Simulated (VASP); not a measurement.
Input of a VASP 6.6.1 run:

POSCAR

```
Al
1.0
    2.6504253234      0.0000000000      0.0000000000
   -1.3252126617      2.2953356609      0.0000000000
    0.0000000000      0.0000000000      4.4942476714
Al
2
Direct
    0.3333333333      0.6666666667      0.2500000000
    0.6666666667      0.3333333333      0.7500000000
```

File INCAR.step1:

```
PREC = Accurate
ENCUT = 520
ISMEAR = 1
SIGMA = 0.1
LREAL = False
LASPH = True
NELM = 80
NBANDS = 10
GGA = PE
ALGO = Normal
EDIFF = 1E-4
LWAVE = True
LCHARG = False
```

The input INCAR.step2:

```
PREC = Accurate
ENCUT = 520
EDIFF = 1E-7
ISMEAR = 1
SIGMA = 0.1
LREAL = False
LASPH = True
NELM = 80
ALGO = Normal
ISIF = 2
LWAVE = False
LCHARG = False
METAGGA = R2SCAN
LMIXTAU = True
NBANDS = 10
ISTART = 1
```

File KPOINTS:

```
Automatic mesh
0
Gamma
  9 9 5
```

Potentials or basis: VASP PAW PBE potentials, release 64 (Al).

Launch:

```console
$ cat potpaw_PBE.64/Al/POTCAR > POTCAR
$ cp INCAR.step1 INCAR
$ mpirun -np 1 vasp_std > vasp.out
$ cp INCAR.step2 INCAR
$ mpirun -np 1 vasp_std > vasp.out
```

**Question.** Predict the pressure.

**Answer.** 19.5 GPa.

**Question.** What does it give for the band gap on the k mesh?

**Answer.** Zero (band 3 reaches 12.56 eV, above the bottom of band 4 at 7.35 eV).

Caveat: the PAW data sets were made with another functional, which shifts forces and pressure a little.
